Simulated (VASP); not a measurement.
# AlH4 (Pm-3m) in VASP: notebook

Runs on AlH4. Level: PBE. Tasks: relaxation of cell and atoms, single point.

Program: VASP 6.6.1. These are calculated values, not measurements. Logs are shortened: lines on timing, memory, paths and dates and some standing lists are left out, and cuts for length are marked.

## (1) The cell of the first run

It takes space group Pm-3m (No. 221, cubic). Conventional cell: a = 3.391 Å, b = 3.391 Å, c = 3.391 Å, α = 90.00°, β = 90.00°, γ = 90.00°. Al (site symmetry m-3m) has 6 H at 1.70 Å within 2.3 Å. Within 2.3 Å of H (site symmetry 4/mmm) lie 2 Al at 1.70 Å. H (site symmetry m-3m) has 12 H at 2.40 Å and 8 Al at 2.94 Å within 3.2 Å.

The cell was built from a structure type or drawn by symmetry, and may not be a known phase.

## (2) Relaxation of cell and atoms, PBE

INCAR

```
PREC = Accurate
ENCUT = 600
EDIFF = 1E-7
ISMEAR = 0
SIGMA = 0.1
LREAL = False
LASPH = True
NELM = 80
ALGO = Normal
ISIF = 3
LWAVE = False
LCHARG = False
GGA = PE
IBRION = 2
NSW = 90
EDIFFG = -0.04
```

KPOINTS

```
regular mesh
0
Gamma
  6 6 6
```

POSCAR

```
AlH4
1.0
    3.3908991097      0.0000000000      0.0000000000
    0.0000000000      3.3908991097      0.0000000000
    0.0000000000      0.0000000000      3.3908991097
Al H
1 4
Direct
    0.0000000000      0.0000000000      0.0000000000
    0.5000000000      0.0000000000      0.0000000000
    0.0000000000      0.5000000000      0.0000000000
    0.0000000000      0.0000000000      0.5000000000
    0.5000000000      0.5000000000      0.5000000000
```

Potentials or basis: VASP PAW PBE potentials, release 64 (Al, H).

Command:

```sh
$ cat potpaw_PBE.64/Al/POTCAR potpaw_PBE.64/H/POTCAR > POTCAR
$ mpirun -np 1 vasp_std > vasp.out
```

OUTCAR:

```text
PREC = Accurate
   ENCUT = 600
   EDIFF = 1E-7
   ISMEAR = 0
   LREAL = False
   LASPH = True
   NELM = 80
   ISIF = 3
   GGA = PE
   IBRION = 2
   NSW = 90
   EDIFFG = -0.04

 ion  position               nearest neighbor table
   1  0.000  0.000  0.000-   2 1.70   3 1.70   4 1.70   4 1.70   3 1.70   2 1.70
   2  0.500  0.000  0.000-   1 1.70   1 1.70
   3  0.000  0.500  0.000-   1 1.70   1 1.70
   4  0.000  0.000  0.500-   1 1.70   1 1.70
   5  0.500  0.500  0.500-

  LATTYP: Found a simple cubic cell.
 ALAT       =     3.3908991097

  Lattice vectors:

 A1 = (   3.3908991097,   0.0000000000,   0.0000000000)
 A2 = (   0.0000000000,   3.3908991097,   0.0000000000)
 A3 = (   0.0000000000,   0.0000000000,   3.3908991097)

Analysis of symmetry for initial positions (statically):
=====================================================================
 Subroutine PRICEL returns:
 Original cell was already a primitive cell.

 Routine SETGRP: Setting up the symmetry group for a
 simple cubic supercell.

 Subroutine GETGRP returns: Found 48 space group operations
 (whereof 48 operations were pure point group operations)
 out of a pool of 48 trial point group operations.

The static configuration has the point symmetry O_h .

Analysis of symmetry for dynamics (positions and initial velocities):
=====================================================================
 Subroutine PRICEL returns:
 Original cell was already a primitive cell.

 Routine SETGRP: Setting up the symmetry group for a
 simple cubic supercell.

 Subroutine GETGRP returns: Found 48 space group operations
 (whereof 48 operations were pure point group operations)
 out of a pool of 48 trial point group operations.

The dynamic configuration has the point symmetry O_h .

 Subroutine INISYM returns: Found 48 space group operations
 (whereof 48 operations are pure point group operations),
 and found     1 'primitive' translations

----------------------------------------------------------------------------------------

                                     Primitive cell

  volume of cell :      38.9892

  direct lattice vectors                    reciprocal lattice vectors
     3.390899110  0.000000000  0.000000000     0.294907034  0.000000000  0.000000000
     0.000000000  3.390899110  0.000000000     0.000000000  0.294907034  0.000000000
     0.000000000  0.000000000  3.390899110     0.000000000  0.000000000  0.294907034

  length of vectors
     3.390899110  3.390899110  3.390899110     0.294907034  0.294907034  0.294907034

  position of ions in fractional coordinates (direct lattice)
     0.000000000  0.000000000  0.000000000
     0.500000000  0.000000000  0.000000000
     0.000000000  0.500000000  0.000000000
     0.000000000  0.000000000  0.500000000
     0.500000000  0.500000000  0.500000000

  ion indices of the primitive-cell ions
   primitive index   ion index
                 1           1
                 2           2
                 3           3
                 4           4
                 5           5

----------------------------------------------------------------------------------------

 KPOINTS: regular mesh

Automatic generation of k-mesh.
 Grid dimensions read from file:
 generate k-points for:    6    6    6

 Generating k-lattice:

  Cartesian coordinates                     Fractional coordinates (reciprocal lattice)
     0.049151172  0.000000000  0.000000000     0.166666667  0.000000000  0.000000000
     0.000000000  0.049151172  0.000000000     0.000000000  0.166666667  0.000000000
     0.000000000  0.000000000  0.049151172     0.000000000  0.000000000  0.166666667

  Length of vectors
     0.049151172  0.049151172  0.049151172

  Shift w.r.t. Gamma in fractional coordinates (k-lattice)
     0.000000000  0.000000000  0.000000000

 Subroutine IBZKPT returns following result:
 ===========================================

 Found     20 irreducible k-points:

 Following reciprocal coordinates:
            Coordinates               Weight
  0.000000  0.000000  0.000000      1.000000
  0.166667  0.000000  0.000000      6.000000
  0.333333  0.000000  0.000000      6.000000
  0.500000  0.000000  0.000000      3.000000
  0.166667  0.166667  0.000000     12.000000
  0.333333  0.166667  0.000000     24.000000
[... 12 lines left out ...]
  0.500000  0.500000  0.333333      6.000000
  0.500000  0.500000  0.500000      1.000000
   k-points           NKPTS =     20   k-points in BZ     NKDIM =     20   number of bands    NBANDS=      7
   number of dos      NEDOS =    301   number of ions     NIONS =      5
   total plane-waves  NPLWV =  21952
   dimension x,y,z NGX =    28 NGY =   28 NGZ =   28
   dimension x,y,z NGXF=    56 NGYF=   56 NGZF=   56
   ions per type =               1   4
   NGX,Y,Z   is equivalent  to a cutoff of  13.73, 13.73, 13.73 a.u.
   NGXF,Y,Z  is equivalent  to a cutoff of  27.46, 27.46, 27.46 a.u.
 SYSTEM =  unknown system
   PREC   = accura    normal or accurate (medium, high low for compatibility)
   ISTART =      0    job   : 0-new  1-cont  2-samecut
   ICHARG =      2    charge: 1-file 2-atom 10-const
   ISPIN  =      1    spin polarized calculation?
   LNONCOLLINEAR =      F non collinear calculations
   LSORBIT =      F    spin-orbit coupling
   LASPH  =      T    aspherical Exc in radial PAW
   ENCUT  =  600.0 eV  44.10 Ry    6.64 a.u.   6.77  6.77  6.77*2*pi/ulx,y,z
   NELM   =     80;   NELMIN=  2; NELMDL= -5     # of ELM steps
   EDIFF  = 0.1E-06   stopping-criterion for ELM
   LREAL  =      F    real-space projection
   EDIFFG = -.4E-01   stopping-criterion for IOM
   NSW    =     90    number of steps for IOM
   IBRION =      2    ionic relax: 0-MD 1-quasi-New 2-CG
   NFREE  =      1    steps in history (QN), initial steepest desc. (CG)
   ISIF   =      3    stress and relaxation
   ISYM   =      2    0-nonsym 1-usesym 2-fastsym
   POTIM  = 0.5000    time-step for ionic-motion
   TEBEG  =    0.0;   TEEND  =   0.0 temperature during run
   PSTRESS=    0.0 pullay stress
   NELECT =       7.0000    total number of electrons
   NUPDOWN=      -1.0000    fix difference up-down
   EMIN   =  10.00;   EMAX   =-10.00  energy-range for DOS
   EFERMI =   0.00;   METHOD = LEGACY
   ISMEAR =     0;   SIGMA  =   0.10  broadening in eV -4-tet -1-fermi 0-gaus
   EFERMI_NEDOS =   21; number of points for ismear=-14 and -15
   IALGO  =     38    algorithm
   IMIX   =      4    mixing-type and parameters
     AMIX     =   0.40;   BMIX     =  1.00
     AMIX_MAG =   1.60;   BMIX_MAG =  1.00
  volume/ion in A,a.u.               =       7.80        52.62
  Fermi-wavevector in a.u.,A,eV,Ry     =   0.923548  1.745252 11.604957  0.852940
  Thomas-Fermi vector in A             =   2.049196
   LORBIT       =      0    0 simple, 1 ext, 2 COOP (PROOUT), +10 PAW based schemes
   GGA     = PE    functional components
   LHFCALC =     F    Hartree Fock is set to
   AEXX    =    0.0000 exact exchange contribution
   IVDW    =     0    specifies the selected vdW correction
   LEPSILON=     F    determine dielectric tensor
   LRPA    =     F    only Hartree local field effects (RPA)
 conjugate gradient relaxation of ions
 non-spin polarized calculation
 Gauss-broadening in eV      SIGMA  =   0.10
  energy-cutoff  :      600.00
  volume of cell :       38.99
 maximum number of plane-waves:      1328
 NGX is ok and might be reduce to    28
   NGX = 13   NGY = 13   NGZ = 13

 number of electron       6.9999999 magnetization

 Free energy of the ion-electron system (eV)
  ---------------------------------------------------
  ext. energy  EPLUGINS =         0.00000000
  ---------------------------------------------------
  free energy    TOTEN  =       -14.58529408 eV

  energy without entropy =      -14.57934061  energy(sigma->0) =      -14.58231734

 E-fermi :   1.2256     XC(G=0):  -8.9381

 val. band max:        1.2146637590   @ k =   0.3333   0.3333   0.0000
 cond. band min:       1.3715606119   @ k =   0.3333   0.1667   0.1667
 fundamental gap:      0.1568968529
 Fermi energy:         1.2256431192

 k-point     1 :       0.0000    0.0000    0.0000
  band No.  band energies     occupation
      1      -8.3305      2.00000
      2       0.4913      2.00000
      3       0.4913      2.00000
      4       2.3635      0.00000
      5       6.2253      0.00000
      6       6.2253      0.00000
      7       6.2253      0.00000

 k-point     2 :       0.1667    0.0000    0.0000
  band No.  band energies     occupation
      1      -8.0126      2.00000
      2      -0.7380      2.00000
      3       0.5805      2.00000
      4       2.1811      0.00000
      5       6.5061      0.00000
      6       6.5061      0.00000
      7       8.0121      0.00000

 k-point     3 :       0.3333    0.0000    0.0000
  band No.  band energies     occupation
      1      -7.1028      2.00000
      2      -3.0003      2.00000
      3       0.7694      2.00000
      4       2.3992      0.00000
      5       7.2633      0.00000
      6       7.2633      0.00000
      7      10.6072      0.00000

 k-point     4 :       0.5000    0.0000    0.0000
  band No.  band energies     occupation
      1      -6.1597      2.00000
      2      -4.4639      2.00000
      3       0.8696      2.00000
      4       2.5667      0.00000
      5       7.8733      0.00000
      6       7.8733      0.00000
      7      11.2564      0.00000

 k-point     5 :       0.1667    0.1667    0.0000
  band No.  band energies     occupation
      1      -7.6961      2.00000
      2      -0.8308      2.00000
      3      -0.2190      2.00000
      4       1.8655      0.00000
      5       6.7847      0.00000
      6       7.6479      0.00000
      7       8.5421      0.00000
[... 121 lines left out ...]
 k-point    18 :       0.5000    0.3333    0.3333
  band No.  band energies     occupation
      1      -3.8083      2.00000
      2      -2.7856      2.00000
      3      -1.6985      2.00000
      4       0.8109      2.00000
      5       3.3781      0.00000
      6       6.7068      0.00000
      7       7.7997      0.00000

 k-point    19 :       0.5000    0.5000    0.3333
  band No.  band energies     occupation
      1      -2.8059      2.00000
      2      -2.4489      2.00000
      3      -2.4489      2.00000
      4       0.7045      2.00000
      5       2.8524      0.00000
      6       6.8566      0.00000
      7       6.8566      0.00000

 k-point    20 :       0.5000    0.5000    0.5000
  band No.  band energies     occupation
      1      -2.2396      2.00000
      2      -2.2396      2.00000
      3      -2.2396      2.00000
      4       1.1262      1.84045
      5       1.6916      0.00000
      6       6.0039      0.00000
      7       6.0039      0.00000

------------------------ aborting loop because EDIFF is reached ----------------------------------------

  FORCE on cell =-STRESS in cart. coord.  units (eV):
  Direction    XX          YY          ZZ          XY          YZ          ZX
  --------------------------------------------------------------------------------------
  -------------------------------------------------------------------------------------
  Total       -0.1182371     -0.1182371     -0.1182371     -0.0000000     -0.0000000     -0.0000000
  in kB       -4.8586947     -4.8586947     -4.8586947     -0.0000000     -0.0000000     -0.0000000
  external PRESSURE =      -4.8586947 kB  Pullay stress =       0.0000000 kB

 VOLUME and BASIS-vectors are now :
 -----------------------------------------------------------------------------
  energy-cutoff  :      600.00
  volume of cell :       38.99
      direct lattice vectors                 reciprocal lattice vectors
     3.390899110  0.000000000  0.000000000     0.294907034  0.000000000  0.000000000
     0.000000000  3.390899110  0.000000000     0.000000000  0.294907034  0.000000000
     0.000000000  0.000000000  3.390899110     0.000000000  0.000000000  0.294907034

 POSITION                                       TOTAL-FORCE (eV/Angst)
 -----------------------------------------------------------------------------------
      0.00000      0.00000      0.00000         0.000000      0.000000      0.000000
      1.69545      0.00000      0.00000         0.000000      0.000000      0.000000
      0.00000      1.69545      0.00000         0.000000      0.000000      0.000000
      0.00000      0.00000      1.69545         0.000000      0.000000      0.000000
      1.69545      1.69545      1.69545         0.000000      0.000000      0.000000
 -----------------------------------------------------------------------------------
    total drift:                                0.000000      0.000000     -0.000000

  FREE ENERGIE OF THE ION-ELECTRON SYSTEM (eV)
  ---------------------------------------------------
  free  energy   TOTEN  =       -14.5852940751 eV

  energy  without entropy=      -14.5793406099  energy(sigma->0) =      -14.58231734

 reached required accuracy - stopping structural energy minimisation
```

It took 15 s on 1 thread of Intel Xeon 8259CL, shared host; peak memory 0.14 GiB.

What came out:

```yaml
Free_energy: -14.5853 eV
Pressure_after_relaxing: -0.5 GPa
Band_gap_on_the_k_mesh: zero (an odd number of electrons rules out a gap without spin polarisation)
```

Final structure:
```cif
data_structure
_symmetry_space_group_name_H-M 'P 1'
_symmetry_Int_Tables_number 1
_cell_length_a 3.3909
_cell_length_b 3.3909
_cell_length_c 3.3909
_cell_angle_alpha 90.000
_cell_angle_beta 90.000
_cell_angle_gamma 90.000
_cell_volume 38.99
loop_
_atom_site_label
_atom_site_type_symbol
_atom_site_fract_x
_atom_site_fract_y
_atom_site_fract_z
_atom_site_occupancy
Al1 Al 0.00000 0.00000 0.00000 1
H1 H 0.50000 0.00000 0.00000 1
H2 H 0.00000 0.50000 0.00000 1
H3 H 0.00000 0.00000 0.50000 1
H4 H 0.50000 0.50000 0.50000 1
```

Caveat: the relaxation stopped at its first step, so nothing moved.

## (3) Single point, PBE

This run uses another cell than the first one, of 7.76 Å³/atom.

INCAR

```
SYSTEM = AlH4
PREC     = Accurate       ! precision mode
ENCUT    = 520            ! plane-wave cutoff, eV
EDIFF    = 1E-6           ! SCF threshold, eV
ISMEAR   = 0              ! smearing method
SIGMA    = 0.1            ! smearing width, eV
LREAL    = .False.        ! projectors in reciprocal space
LASPH    = .True.         ! aspherical terms in the spheres
NELM     = 100            ! most SCF steps
ALGO     = Normal         ! electronic algorithm
ISIF     = 2              ! what is computed and relaxed
LWAVE    = .False.        ! write WAVECAR
LCHARG   = .True.         ! write CHGCAR
GGA      = PE             ! functional
LELF     = .True.         ! ELF
LVHAR    = .True.       
NBANDS   = 12             ! bands
```

KPOINTS

```
regular mesh
0
Gamma
  12 12 12
  0 0 0
```

POSCAR, as its differences from that of step 2:

```diff
@@ -2,5 +2,5 @@
 1.0
-    3.3908991097      0.0000000000      0.0000000000
-    0.0000000000      3.3908991097      0.0000000000
-    0.0000000000      0.0000000000      3.3908991097
+    3.3854330317      0.0000000000      0.0000000000
+    0.0000000000      3.3854330317      0.0000000000
+    0.0000000000      0.0000000000      3.3854330317
 Al H
```

Potentials or basis: VASP PAW PBE potentials, release 64 (Al, H).

Command:

```sh
$ cat potpaw_PBE.64/Al/POTCAR potpaw_PBE.64/H/POTCAR > POTCAR
$ mpirun -np 1 vasp_std > vasp.out
```

It took 48 s on 1 thread of Intel Xeon 8259CL, shared host; peak memory 0.17 GiB.

The run converged. Its results:

| Property | Result |
| --- | --- |
| Free energy | -14.5821 eV |
| Pressure | -0.2 GPa |
| Band gap on the k mesh | zero (an odd number of electrons rules out a gap without spin polarisation) |

Levels at points of the mesh, in eV from the Fermi level:
```csv
k point,band 1,band 2,band 3,band 4,band 5,band 6,band 7,band 8,band 9
"(0.00, 0.00, 0.00)",-9.63,-0.78,-0.78,1.11,4.97,4.97,4.97,16.88,16.88
"(0.50, 0.00, 0.00)",-7.45,-5.76,-0.40,1.31,6.63,6.63,10.02,10.02,10.04
"(0.50, 0.50, 0.00)",-5.13,-4.25,-4.25,-1.44,6.71,8.10,9.44,10.56,10.56
"(0.50, 0.50, 0.50)",-3.52,-3.52,-3.52,-0.14,0.45,4.73,4.73,4.73,19.18
```

(Continued in part 2 of 2.)
